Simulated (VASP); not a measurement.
# SiNi (NiAs type) (P6_3/mmc) in VASP: further runs, part 2 of 2

VASP 6.6.1. The steps go on from the part before.

**4. Single point, PBE (7.08 Å³/atom)**

This run uses another cell than the first one, of 7.08 Å³/atom.

Input file INCAR:

```
SYSTEM = SiNi
PREC = Accurate
ENCUT = 600
EDIFF = 1E-6
ISMEAR = -1
SIGMA = 0.1
LREAL = .FALSE.
LASPH = .TRUE.
NELM = 120
ALGO = Normal
ISIF = 2
LWAVE = .FALSE.
LCHARG = .FALSE.
GGA = PE
NBANDS = 22
GGA_COMPAT = .FALSE.
```

Input file KPOINTS:

```
Automatic mesh
0
G
  11 11 6
  0 0 0
```

Input file POSCAR:

```
SiNi
1.0
    2.2181833842      0.0000000000      0.0000000000
   -1.1090916922      1.9210031610      0.0000000000
    0.0000000000      0.0000000000      6.6443899929
Ni Si
2 2
Direct
    0.0000000000      0.0000000000      0.0000000000
    0.0000000000      0.0000000000      0.5000000000
    0.3333333333      0.6666666667      0.2500000000
    0.6666666667      0.3333333333      0.7500000000
```

Potentials or basis: VASP PAW PBE potentials, release 64 (Ni, Si).

Launch:

```console
cat potpaw_PBE.64/Ni/POTCAR potpaw_PBE.64/Si/POTCAR > POTCAR
mpirun -np 1 vasp_std > vasp.out
```

OUTCAR:

```text
SYSTEM = SiNi
   PREC = Accurate
   ENCUT = 600
   EDIFF = 1E-6
   ISMEAR = -1
   LREAL = .FALSE.
   LASPH = .TRUE.
   NELM = 120
   ISIF = 2
   GGA = PE

 ion  position               nearest neighbor table
   1  0.000  0.000  0.000-   3 2.10   4 2.10   4 2.10   3 2.10   4 2.10   3 2.10   3 3.05   4 3.05
                             3 3.05   4 3.05   3 3.05   4 3.05
   2  0.000  0.000  0.500-   3 2.10   4 2.10   4 2.10   3 2.10   4 2.10   3 2.10   3 3.05   4 3.05
                             3 3.05   4 3.05   3 3.05   4 3.05
   3  0.333  0.667  0.250-   1 2.10   2 2.10   1 2.10   2 2.10   1 2.10   2 2.10   1 3.05   2 3.05
                             1 3.05   2 3.05   1 3.05   2 3.05
   4  0.667  0.333  0.750-   1 2.10   2 2.10   1 2.10   2 2.10   1 2.10   2 2.10   1 3.05   2 3.05
                             1 3.05   2 3.05   1 3.05   2 3.05

  LATTYP: Found a hexagonal cell.
 ALAT       =     2.2181833842
 C/A-ratio  =     2.9954196034

  Lattice vectors:

 A1 = (   2.2181833842,   0.0000000000,   0.0000000000)
 A2 = (  -1.1090916922,   1.9210031610,   0.0000000000)
 A3 = (   0.0000000000,   0.0000000000,   6.6443899929)

Analysis of symmetry for initial positions (statically):
=====================================================================
 Subroutine PRICEL returns:
 Original cell was already a primitive cell.

 Routine SETGRP: Setting up the symmetry group for a
 hexagonal supercell.

 Subroutine GETGRP returns: Found 24 space group operations
 (whereof 12 operations were pure point group operations)
 out of a pool of 24 trial point group operations.

The static configuration has the point symmetry D_3d.
 The point group associated with its full space group is D_6h.

Analysis of symmetry for dynamics (positions and initial velocities):
=====================================================================
 Subroutine PRICEL returns:
 Original cell was already a primitive cell.

 Routine SETGRP: Setting up the symmetry group for a
 hexagonal supercell.

 Subroutine GETGRP returns: Found 24 space group operations
 (whereof 12 operations were pure point group operations)
 out of a pool of 24 trial point group operations.

[... 122 lines left out ...]
   IALGO  =     38    algorithm
   IMIX   =      4    mixing-type and parameters
     AMIX     =   0.40;   BMIX     =  1.00
     AMIX_MAG =   1.60;   BMIX_MAG =  1.00
  volume/ion in A,a.u.               =       7.08        47.77
  Fermi-wavevector in a.u.,A,eV,Ry     =   1.631050  3.082238 36.195910  2.660324
  Thomas-Fermi vector in A             =   2.723250
   LORBIT       =      0    0 simple, 1 ext, 2 COOP (PROOUT), +10 PAW based schemes
   GGA     = PE    functional components
   LHFCALC =     F    Hartree Fock is set to
   AEXX    =    0.0000 exact exchange contribution
   IVDW    =     0    specifies the selected vdW correction
   LEPSILON=     F    determine dielectric tensor
   LRPA    =     F    only Hartree local field effects (RPA)
 non-spin polarized calculation
  energy-cutoff  :      600.00
  volume of cell :       28.31
 maximum number of plane-waves:       986
 NGX is ok and might be reduce to    18
   NGX =  9   NGY =  9   NGZ = 27

 number of electron      28.0000012 magnetization

 Free energy of the ion-electron system (eV)
  ---------------------------------------------------
  ext. energy  EPLUGINS =         0.00000000
  ---------------------------------------------------
  free energy    TOTEN  =       -13.53200255 eV

  energy without entropy =      -13.50815124  energy(sigma->0) =      -13.52007689

 E-fermi :  21.0181     XC(G=0): -15.1633

 val. band max:       21.0051828573   @ k =   0.3636   0.1818   0.0000
 cond. band min:      21.0673217663   @ k =   0.4545   0.0909   0.0000
 fundamental gap:      0.0621389091
 Fermi energy:        21.0180986215

 k-point     1 :       0.0000    0.0000    0.0000
  band No.  band energies     occupation
      1       1.2989      2.00000
      2       3.2234      2.00000
      3       7.3533      2.00000
      4      12.0789      2.00000
      5      13.8110      2.00000
      6      14.4436      2.00000
[... 589 lines left out ...]
     21      33.6087      0.00000
     22      35.6126      0.00000

 [... further k-points ...]
[... 5 lines left out ...]
  --------------------------------------------------------------------------------------
  -------------------------------------------------------------------------------------
  Total       46.3021100     46.3021100     46.5879874     -0.0000000      0.0000000      0.0000000
  in kB     2620.1775530   2620.1775531   2636.3549937     -0.0000001      0.0000000      0.0000000
  external PRESSURE =    2625.5700333 kB  Pullay stress =       0.0000000 kB

 VOLUME and BASIS-vectors are now :
 -----------------------------------------------------------------------------
  energy-cutoff  :      600.00
  volume of cell :       28.31
      direct lattice vectors                 reciprocal lattice vectors
     2.218183384  0.000000000  0.000000000     0.450819354  0.260280675  0.000000000
    -1.109091692  1.921003161  0.000000000     0.000000000  0.520561351  0.000000000
     0.000000000  0.000000000  6.644389993     0.000000000  0.000000000  0.150502906

 POSITION                                       TOTAL-FORCE (eV/Angst)
 -----------------------------------------------------------------------------------
      0.00000      0.00000      0.00000        -0.000000      0.000000     -0.000000
      0.00000      0.00000      3.32219        -0.000000      0.000000     -0.000000
     -0.00000      1.28067      1.66110        -0.000000      0.000000     -0.000000
      1.10909      0.64033      4.98329         0.000000     -0.000000      0.000000
 -----------------------------------------------------------------------------------
    total drift:                                0.000000      0.000000      0.000000

  FREE ENERGIE OF THE ION-ELECTRON SYSTEM (eV)
  ---------------------------------------------------
  free  energy   TOTEN  =       -13.5320025481 eV

  energy  without entropy=      -13.5081512407  energy(sigma->0) =      -13.52007689
```

It took 64 s on 1 thread of Intel Xeon 8259CL, shared host; peak memory 0.18 GiB.

What came out:

| Property | Result |
| --- | --- |
| Free energy | -13.5320 eV |
| Pressure | 262.6 GPa |
| Band gap on the k mesh | zero (bands 14 and 15 overlap by 0.20 eV) |

Stress tensor (GPa, compression positive):
```
262.02   0.00   0.00
  0.00 262.02   0.00
  0.00   0.00 263.64
```

Caveat: the cell stands under pressure.

**5. Single point, PBE**

This run uses another cell than the first one, of 10.30 Å³/atom.

Input file INCAR:

```
ALGO     = Normal         # electronic algorithm
EDIFF    = 1E-6           # SCF threshold, eV
ENCUT    = 600            # plane-wave cutoff, eV
GGA      = PE             # functional
GGA_COMPAT= F            
ISIF     = 2              # what is computed and relaxed
ISMEAR   = -1             # smearing method
LASPH    = T              # aspherical terms in the spheres
LCHARG   = F              # write CHGCAR
LREAL    = F              # projectors in reciprocal space
LWAVE    = F              # write WAVECAR
NBANDS   = 22             # bands
NELM     = 120            # most SCF steps
PREC     = Accurate       # precision mode
SIGMA    = 0.1            # smearing width, eV
```

Input file KPOINTS:

```
k-points
0
Gamma
  11 11 6
```

Input file POSCAR:

```
SiNi
1.0
    3.2376804605      0.0000000000      0.0000000000
   -1.6188402303      2.8039135281      0.0000000000
    0.0000000000      0.0000000000      4.5363790907
Ni Si
2 2
Direct
    0.0000000000      0.0000000000      0.0000000000
    0.0000000000      0.0000000000      0.5000000000
    0.3333333333      0.6666666667      0.2500000000
    0.6666666667      0.3333333333      0.7500000000
```

Launch:

```console
cat potpaw_PBE.64/Ni/POTCAR potpaw_PBE.64/Si/POTCAR > POTCAR
mpirun -np 1 vasp_std > vasp.out
```

Run time: 96 s. Hardware: 1 thread of Intel Xeon 8259CL, shared host; peak memory 0.21 GiB.

Results (log left out):

- Free energy: -21.8680 eV
- Pressure: 59.8 GPa
- Band gap on the k mesh: zero (bands 14 and 15 overlap by 6.10 eV)

Stress tensor (GPa, compression positive):
```
59.73  0.00  0.00
 0.00 59.73  0.00
 0.00  0.00 59.92
```

Levels at points of the mesh, in eV from the Fermi level:
```tsv
k point	band 10	band 11	band 12	band 13	band 14	band 15	band 16	band 17	band 18	band 19
(0.00, 0.00, 0.00)	-3.56	-2.04	-2.04	0.37	2.96	2.96	5.84	5.84	5.96	7.42
(0.00, 0.00, 0.50)	-3.38	-3.38	-3.38	2.98	2.98	5.44	5.44	5.44	5.44	7.79
```

Caveat: the cell stands under pressure.

**6. Single point, PBE (10.30 Å³/atom)**

This run uses another cell than the first one, of 10.30 Å³/atom.

Input file INCAR:

```
PREC = Accurate
ENCUT = 600
EDIFF = 1E-6
ISMEAR = -1
SIGMA = 0.1
LREAL = False
LASPH = True
NELM = 120
ALGO = Normal
ISIF = 2
LWAVE = False
LCHARG = False
GGA = PE
NBANDS = 22
GGA_COMPAT = False
```

Input file KPOINTS:

```
regular mesh
0
Gamma
  11 11 6
```

POSCAR: that of step 5 with these lines changed.

```diff
@@ -3,3 +3,3 @@
     3.2376804605      0.0000000000      0.0000000000
-   -1.6188402303      2.8039135281      0.0000000000
+   -1.6188402302      2.8039135281      0.0000000000
     0.0000000000      0.0000000000      4.5363790907
```

Potentials or basis: VASP PAW PBE potentials, release 64 (Ni, Si).

Launch:

```console
cat potpaw_PBE.64/Ni/POTCAR potpaw_PBE.64/Si/POTCAR > POTCAR
mpirun -np 1 vasp_std > vasp.out
```

OUTCAR:

```text
PREC = Accurate
   ENCUT = 600
   EDIFF = 1E-6
   ISMEAR = -1
   LREAL = False
   LASPH = True
   NELM = 120
   ISIF = 2
   GGA = PE

 ion  position               nearest neighbor table
   1  0.000  0.000  0.000-   3 2.19   4 2.19   3 2.19   4 2.19   4 2.19   3 2.19   2 2.27   2 2.27

   2  0.000  0.000  0.500-   3 2.19   4 2.19   3 2.19   4 2.19   4 2.19   3 2.19   1 2.27   1 2.27

   3  0.333  0.667  0.250-   1 2.19   2 2.19   1 2.19   2 2.19   1 2.19   2 2.19   4 2.94   4 2.94
                             4 2.94   4 2.94   4 2.94   4 2.94
   4  0.667  0.333  0.750-   1 2.19   2 2.19   1 2.19   2 2.19   1 2.19   2 2.19   3 2.94   3 2.94
                             3 2.94   3 2.94   3 2.94   3 2.94

  LATTYP: Found a hexagonal cell.
 ALAT       =     3.2376804605
 C/A-ratio  =     1.4011200753

  Lattice vectors:

 A1 = (   3.2376804605,   0.0000000000,   0.0000000000)
 A2 = (  -1.6188402302,   2.8039135281,   0.0000000000)
 A3 = (   0.0000000000,   0.0000000000,   4.5363790907)

Analysis of symmetry for initial positions (statically):
[... 171 lines left out ...]
 Free energy of the ion-electron system (eV)
  ---------------------------------------------------
  ext. energy  EPLUGINS =         0.00000000
  ---------------------------------------------------
  free energy    TOTEN  =       -21.86797652 eV

  energy without entropy =      -21.82163506  energy(sigma->0) =      -21.84480579

 E-fermi :  12.7162     XC(G=0): -12.9907

 val. band max:       12.6789501314   @ k =   0.1818   0.1818   0.5000
 cond. band min:      12.7356015917   @ k =   0.1818   0.0909   0.0000
 fundamental gap:      0.0566514603
 Fermi energy:        12.7161964104

 k-point     1 :       0.0000    0.0000    0.0000
  band No.  band energies     occupation
      1      -1.3417      2.00000
      2       5.1288      2.00000
      3       5.3268      2.00000
      4       7.4550      2.00000
      5       7.4550      2.00000
      6       7.6332      2.00000
[... 589 lines left out ...]
     21      22.2188      0.00000
     22      22.5053      0.00000

 [... further k-points ...]
[... 5 lines left out ...]
  --------------------------------------------------------------------------------------
  -------------------------------------------------------------------------------------
  Total       15.3522438     15.3522438     15.4016471      0.0000000     -0.0000000      0.0000000
  in kB      597.2752239    597.2752239    599.1972496      0.0000000     -0.0000000      0.0000000
  external PRESSURE =     597.9158991 kB  Pullay stress =       0.0000000 kB

 VOLUME and BASIS-vectors are now :
 -----------------------------------------------------------------------------
  energy-cutoff  :      600.00
  volume of cell :       41.18
      direct lattice vectors                 reciprocal lattice vectors
     3.237680461  0.000000000  0.000000000     0.308863093  0.178322190  0.000000000
    -1.618840230  2.803913528  0.000000000     0.000000000  0.356644379  0.000000000
     0.000000000  0.000000000  4.536379091     0.000000000  0.000000000  0.220440131

 POSITION                                       TOTAL-FORCE (eV/Angst)
 -----------------------------------------------------------------------------------
      0.00000      0.00000      0.00000        -0.000000      0.000000     -0.000000
      0.00000      0.00000      2.26819        -0.000000      0.000000     -0.000000
     -0.00000      1.86928      1.13409         0.000000      0.000000     -0.000000
      1.61884      0.93464      3.40228        -0.000000      0.000000      0.000000
 -----------------------------------------------------------------------------------
    total drift:                               -0.000000      0.000000      0.000000

  FREE ENERGIE OF THE ION-ELECTRON SYSTEM (eV)
  ---------------------------------------------------
  free  energy   TOTEN  =       -21.8679765240 eV

  energy  without entropy=      -21.8216350639  energy(sigma->0) =      -21.84480579
```

OSZICAR:

```text
N       E                     dE             d eps       ncg     rms          rms(c)
DAV:   1     0.166148978694E+03    0.16615E+03   -0.13771E+04  2864   0.172E+03
DAV:   2    -0.147405287384E+02   -0.18089E+03   -0.17056E+03  2870   0.317E+02
DAV:   3    -0.250214968286E+02   -0.10281E+02   -0.10072E+02  3346   0.889E+01
DAV:   4    -0.252533943507E+02   -0.23190E+00   -0.23158E+00  3280   0.121E+01
DAV:   5    -0.252608216356E+02   -0.74273E-02   -0.74260E-02  3498   0.227E+00    0.226E+01
DAV:   6    -0.271579015974E+02   -0.18971E+01   -0.40627E+01  3224   0.134E+02    0.197E+01
DAV:   7    -0.219089767393E+02    0.52489E+01   -0.16962E+01  3220   0.858E+01    0.484E+00
DAV:   8    -0.219252323131E+02   -0.16256E-01   -0.92473E-01  3334   0.611E+00    0.266E+00
DAV:   9    -0.218685337329E+02    0.56699E-01   -0.96004E-02  3356   0.648E+00    0.430E-01
DAV:  10    -0.218680231312E+02    0.51060E-03   -0.86103E-03  3284   0.700E-01    0.141E-01
DAV:  11    -0.218679930768E+02    0.30054E-04   -0.32739E-04  4518   0.271E-01    0.646E-02
DAV:  12    -0.218679771326E+02    0.15944E-04   -0.27204E-05  3278   0.414E-02    0.282E-02
DAV:  13    -0.218679765240E+02    0.60864E-06   -0.25484E-06  3008   0.185E-02
   1 F= -.21867977E+02 E0= -.21844806E+02  d E =-.463415E-01
```

Wall time 1.8 min (1 thread of Intel Xeon 8259CL, shared host); peak memory 0.21 GiB.

Results:

- Free energy: -21.8680 eV
- Pressure: 59.8 GPa
- Band gap on the k mesh: zero (bands 14 and 15 overlap by 6.10 eV)

Levels at points of the mesh, in eV from the Fermi level:
```tsv
k point	band 11	band 12	band 13	band 14	band 15	band 16	band 17	band 18
(0.00, 0.00, 0.00)	-2.04	-2.04	0.37	2.96	2.96	5.84	5.84	5.96
(0.00, 0.00, 0.50)	-3.38	-3.38	2.98	2.98	5.44	5.44	5.44	5.44
```

Caveat: the cell stands under pressure. Spin polarisation is off, so any magnetic state and its effect on volume and gap are missing.

**7. Overview**

| task | cell | gap on the mesh (eV) | pressure (GPa) |
| --- | --- | --- | --- |
| relaxation of cell and atoms | relaxed from a = 3.311, b = 3.311, c = 5.133 Å, angles 90.0, 90.0, 120.0°, 4 atoms | none | 0.0 |
| single point | a = 2.218, b = 2.218, c = 6.644 Å, angles 90.0, 90.0, 120.0°, 4 atoms | none | 262.6 |
| single point | a = 3.238, b = 3.238, c = 4.536 Å, angles 90.0, 90.0, 120.0°, 4 atoms | none | 59.8 |

Alike in all rows: level PBE; potentials or basis VASP PAW PBE potentials, release 64 (Ni, Si); no spin polarisation; k mesh 11 × 11 × 6; cutoff (eV) 600; smearing fermi-dirac 0.1 eV.

Caveats: the cell stands under pressure (at least some runs).

Absolute energies hang on the potentials; compare differences alone.
